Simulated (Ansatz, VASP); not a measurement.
**One calculation of LiBr, two programs**

```xyz
2
Lattice="0.0000 2.7983 2.7983 2.7983 0.0000 2.7983 2.7983 2.7983 0.0000" Properties=species:S:1:pos:R:3 pbc="T T T"
Li    0.0000    0.0000    0.0000
Br    2.7983    2.7983    2.7983
```

Change from the starting cell: volume scaled by 1.06, crystal datasets.

Alike in both runs: task electric field gradients; functional PBE; k mesh 8 × 8 × 8; occupations fermi-dirac, width 0.03 eV; no spin polarisation.

```csv
,VASP,Ansatz
version,VASP 6.6.1,Ansatz 0.2.0
potentials or method,"VASP PAW PBE potentials, release 64 (Li_sv, Br), cutoff 650 eV","all-electron PAW with datasets made for the crystal, scalar-relativistic"
```

```csv
,VASP,Ansatz,Ansatz less VASP
gap on the k mesh at the Fermi level (eV),4.73,4.72,-0.009
pressure (GPa),-1.2,-1.1,+0.07
```

Ansatz ran all-electron here, and VASP with PAW potentials.
